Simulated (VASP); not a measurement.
# C (Fd-3m) in VASP: notebook

The runs below take C through single point, with PBE.

All numbers are computed with VASP 6.6.1; they aren't measurements. Logs are shortened: lines on timing, memory, paths and dates and some standing lists are left out, and cuts for length are marked.

## Step 1: The cell of the first run

Symmetry: Fd-3m, No. 227, cubic system. Conventional cell: a = 3.499 Å, b = 3.499 Å, c = 3.499 Å, α = 90.00°, β = 90.00°, γ = 90.00°. C (site symmetry -43m) has 4 C at 1.51 Å within 2.0 Å.

## Step 2: Single point, PBE (volume scaled by 0.94)

File INCAR:

```
  ALGO = Normal
  EDIFF = 1E-7
  ENCUT = 520
  GGA = PE
  ISIF = 2
  ISMEAR = 0
  LASPH = True
  LCHARG = False
  LREAL = False
  LWAVE = False
  NBANDS = 11
  NELM = 80
  PREC = Accurate
  SIGMA = 0.02
```

File KPOINTS:

```
k-points
0
Gamma
  12 12 12
```

File POSCAR:

```
C
1.0
    0.0000000000      1.7492830295      1.7492830295
    1.7492830295      0.0000000000      1.7492830295
    1.7492830295      1.7492830295      0.0000000000
C
2
Direct
    0.0000000000      0.0000000000      0.0000000000
    0.2500000000      0.2500000000      0.2500000000
```

Potentials or basis: VASP PAW PBE potentials, release 64 (C).

On the command line:

```bash
$ cat potpaw_PBE.64/C/POTCAR > POTCAR
$ mpirun -np 1 vasp_std > vasp.out
```

OUTCAR:

```text
EDIFF = 1E-7
   ENCUT = 520
   GGA = PE
   ISIF = 2
   ISMEAR = 0
   LASPH = True
   LREAL = False
   NELM = 80
   PREC = Accurate

 ion  position               nearest neighbor table
   1  0.000  0.000  0.000-   2 1.51   2 1.51   2 1.51   2 1.51
   2  0.250  0.250  0.250-   1 1.51   1 1.51   1 1.51   1 1.51

  LATTYP: Found a face centered cubic cell.
 ALAT       =     3.4985660590

  Lattice vectors:

 A1 = (   0.0000000000,   1.7492830295,   1.7492830295)
 A2 = (   1.7492830295,   0.0000000000,   1.7492830295)
 A3 = (   1.7492830295,   1.7492830295,   0.0000000000)

Analysis of symmetry for initial positions (statically):
=====================================================================
 Subroutine PRICEL returns:
 Original cell was already a primitive cell.

 Routine SETGRP: Setting up the symmetry group for a
 face centered cubic supercell.

 Subroutine GETGRP returns: Found 48 space group operations
 (whereof 24 operations were pure point group operations)
 out of a pool of 48 trial point group operations.

The static configuration has the point symmetry T_d .
 The point group associated with its full space group is O_h .

Analysis of symmetry for dynamics (positions and initial velocities):
=====================================================================
 Subroutine PRICEL returns:
 Original cell was already a primitive cell.

 Routine SETGRP: Setting up the symmetry group for a
 face centered cubic supercell.

 Subroutine GETGRP returns: Found 48 space group operations
 (whereof 24 operations were pure point group operations)
 out of a pool of 48 trial point group operations.

The dynamic configuration has the point symmetry T_d .
 The point group associated with its full space group is O_h .

 Subroutine INISYM returns: Found 48 space group operations
 (whereof 24 operations are pure point group operations),
 and found     1 'primitive' translations

----------------------------------------------------------------------------------------

                                     Primitive cell

  volume of cell :      10.7056

  direct lattice vectors                    reciprocal lattice vectors
     0.000000000  1.749283029  1.749283029    -0.285831390  0.285831390  0.285831390
     1.749283029  0.000000000  1.749283029     0.285831390 -0.285831390  0.285831390
     1.749283029  1.749283029  0.000000000     0.285831390  0.285831390 -0.285831390

  length of vectors
[... 84 lines left out ...]
   EDIFFG = 0.1E-05   stopping-criterion for IOM
   NSW    =      0    number of steps for IOM
   IBRION =     -1    ionic relax: 0-MD 1-quasi-New 2-CG
   NFREE  =      0    steps in history (QN), initial steepest desc. (CG)
   ISIF   =      2    stress and relaxation
   ISYM   =      2    0-nonsym 1-usesym 2-fastsym
   POTIM  = 0.5000    time-step for ionic-motion
   TEBEG  =    0.0;   TEEND  =   0.0 temperature during run
   PSTRESS=    0.0 pullay stress
   NELECT =       8.0000    total number of electrons
   NUPDOWN=      -1.0000    fix difference up-down
   EMIN   =  10.00;   EMAX   =-10.00  energy-range for DOS
   EFERMI =   0.00;   METHOD = LEGACY
   ISMEAR =     0;   SIGMA  =   0.02  broadening in eV -4-tet -1-fermi 0-gaus
   EFERMI_NEDOS =   21; number of points for ismear=-14 and -15
   IALGO  =     38    algorithm
   IMIX   =      4    mixing-type and parameters
     AMIX     =   0.40;   BMIX     =  1.00
     AMIX_MAG =   1.60;   BMIX_MAG =  1.00
  volume/ion in A,a.u.               =       5.35        36.12
  Fermi-wavevector in a.u.,A,eV,Ry     =   1.485598  2.807374 30.028092  2.207002
  Thomas-Fermi vector in A             =   2.598990
   LORBIT       =      0    0 simple, 1 ext, 2 COOP (PROOUT), +10 PAW based schemes
   GGA     = PE    functional components
   LHFCALC =     F    Hartree Fock is set to
   AEXX    =    0.0000 exact exchange contribution
   IVDW    =     0    specifies the selected vdW correction
   LEPSILON=     F    determine dielectric tensor
   LRPA    =     F    only Hartree local field effects (RPA)
 non-spin polarized calculation
 Gauss-broadening in eV      SIGMA  =   0.02
  energy-cutoff  :      520.00
  volume of cell :       10.71
 maximum number of plane-waves:       303
   NGX =  9   NGY =  9   NGZ =  9

 number of electron       8.0000001 magnetization

 Free energy of the ion-electron system (eV)
  ---------------------------------------------------
  ext. energy  EPLUGINS =         0.00000000
  ---------------------------------------------------
  free energy    TOTEN  =       -18.12016409 eV

  energy without entropy =      -18.12016409  energy(sigma->0) =      -18.12016409

 E-fermi :  10.8178     XC(G=0): -13.5435

 val. band max:       10.5859196619   @ k =   0.0000   0.0000   0.0000
 cond. band min:      14.8728341872   @ k =   0.3333   0.3333   0.0000
 fundamental gap:      4.2869145253
 Fermi energy:        10.8178122174

 k-point     1 :       0.0000    0.0000    0.0000
  band No.  band energies     occupation
      1     -11.6854      2.00000
      2      10.5859      2.00000
      3      10.5859      2.00000
      4      10.5859      2.00000
      5      16.3361      0.00000
      6      16.3361      0.00000
      7      16.3361      0.00000
      8      25.2705      0.00000
      9      30.6395      0.00000
     10      37.7665      0.00000
     11      37.7665      0.00000
[... 309 lines left out ...]
 k-point    24 :      -0.4167    0.1667    0.0000
  band No.  band energies     occupation
      1      -5.1713      2.00000
      2      -2.5276      2.00000
      3       4.8647      2.00000
      4       6.7941      2.00000
      5      18.3601      0.00000
      6      21.1928      0.00000
      7      22.5599      0.00000
      8      26.7302      0.00000
      9      30.7179      0.00000
     10      35.4308      0.00000
     11      36.2880      0.00000

 [... further k-points ...]
[... 5 lines left out ...]
  --------------------------------------------------------------------------------------
  -------------------------------------------------------------------------------------
  Total        2.0712006      2.0712006      2.0712006      0.0000000      0.0000000     -0.0000000
  in kB      309.9720226    309.9720226    309.9720226      0.0000000      0.0000000     -0.0000000
  external PRESSURE =     309.9720226 kB  Pullay stress =       0.0000000 kB

 VOLUME and BASIS-vectors are now :
 -----------------------------------------------------------------------------
  energy-cutoff  :      520.00
  volume of cell :       10.71
      direct lattice vectors                 reciprocal lattice vectors
     0.000000000  1.749283029  1.749283029    -0.285831390  0.285831390  0.285831390
     1.749283029  0.000000000  1.749283029     0.285831390 -0.285831390  0.285831390
     1.749283029  1.749283029  0.000000000     0.285831390  0.285831390 -0.285831390

 POSITION                                       TOTAL-FORCE (eV/Angst)
 -----------------------------------------------------------------------------------
      0.00000      0.00000      0.00000        -0.000000     -0.000000     -0.000000
      0.87464      0.87464      0.87464         0.000000      0.000000      0.000000
 -----------------------------------------------------------------------------------
    total drift:                               -0.000000     -0.000000     -0.000000

  FREE ENERGIE OF THE ION-ELECTRON SYSTEM (eV)
  ---------------------------------------------------
  free  energy   TOTEN  =       -18.1201640895 eV

  energy  without entropy=      -18.1201640895  energy(sigma->0) =      -18.12016409
```

stdout:

```text
POSCAR found type information on POSCAR C
 POSCAR found :  1 types and       2 ions
 scaLAPACK will be used
 LDA part: xc-table for (Slater+PW92), standard interpolation
 POSCAR, INCAR and KPOINTS ok, starting setup
 FFT: planning ... GRIDC
 FFT: planning ... GRID_SOFT
 FFT: planning ... GRID
 WAVECAR not read
 entering main loop
```

Wall time 3.3 s (1 thread of Intel Xeon 6975P-C (Granite Rapids), shared host); peak memory 0.11 GiB.

Results:

```yaml
Free_energy: -18.1202 eV
Pressure: 31.0 GPa
Band_gap_on_the_k_mesh: 4.29 eV, indirect (least direct gap 5.75 eV)
```

Levels at points of the mesh, in eV from the valence-band top:
| k point | band 2 | band 3 | band 4 | band 5 | band 6 | band 7 |
| --- | --- | --- | --- | --- | --- | --- |
| (0.00, 0.00, 0.00) | 0.00 | 0.00 | 0.00 | 5.75 | 5.75 | 5.75 |
| (0.50, 0.00, 0.00) | -14.03 | -2.95 | -2.95 | 8.70 | 8.70 | 9.65 |
| (0.50, 0.50, 0.00) | -13.18 | -6.66 | -6.66 | 4.88 | 4.88 | 17.71 |

## Step 3: Single point, PBE (volume scaled by 0.91)

File INCAR:

```
SYSTEM = C
  PREC = Accurate
  ENCUT = 520
  EDIFF = 1E-6
  ISMEAR = 0
  SIGMA = 0.02
  LREAL = .False.
  LASPH = .True.
  NELM = 80
  ALGO = Normal
  ISIF = 2
  LWAVE = .False.
  LCHARG = .True.
  GGA = PE
  LELF = .True.
  LVHAR = .True.
  NBANDS = 11
```

File KPOINTS:

```
Automatic mesh
0
Gamma
  12 12 12
  0 0 0
```

File POSCAR:

```
C
1.0
    0.0000000000      1.7304720767      1.7304720767
    1.7304720767      0.0000000000      1.7304720767
    1.7304720767      1.7304720767      0.0000000000
C
2
Direct
    0.0000000000      0.0000000000      0.0000000000
    0.2500000000      0.2500000000      0.2500000000
```

Potentials or basis: VASP PAW PBE potentials, release 64 (C).

On the command line:

```bash
$ cat potpaw_PBE.64/C/POTCAR > POTCAR
$ mpirun -np 1 vasp_std > vasp.out
```

Wall time 3.4 s (1 thread of Intel Xeon 6975P-C (Granite Rapids), shared host); peak memory 0.11 GiB.

Results (log left out):

```yaml
Free_energy: -18.0341 eV
Pressure: 49.7 GPa
Band_gap_on_the_k_mesh: 4.36 eV, indirect (least direct gap 5.84 eV)
```

Levels at points of the mesh, in eV from the valence-band top:
| k point | band 1 | band 2 | band 3 | band 4 | band 5 | band 6 | band 7 | band 8 | band 9 |
| --- | --- | --- | --- | --- | --- | --- | --- | --- | --- |
| (0.00, 0.00, 0.00) | -22.73 | 0.00 | 0.00 | 0.00 | 5.84 | 5.84 | 5.84 | 15.46 | 20.50 |
| (0.50, 0.00, 0.00) | -16.42 | -14.42 | -3.04 | -3.04 | 8.84 | 8.84 | 10.11 | 16.52 | 23.26 |
| (0.50, 0.50, 0.00) | -13.43 | -13.43 | -6.87 | -6.87 | 4.94 | 4.94 | 18.23 | 18.23 | 25.00 |

 A k mesh can miss the band edges.
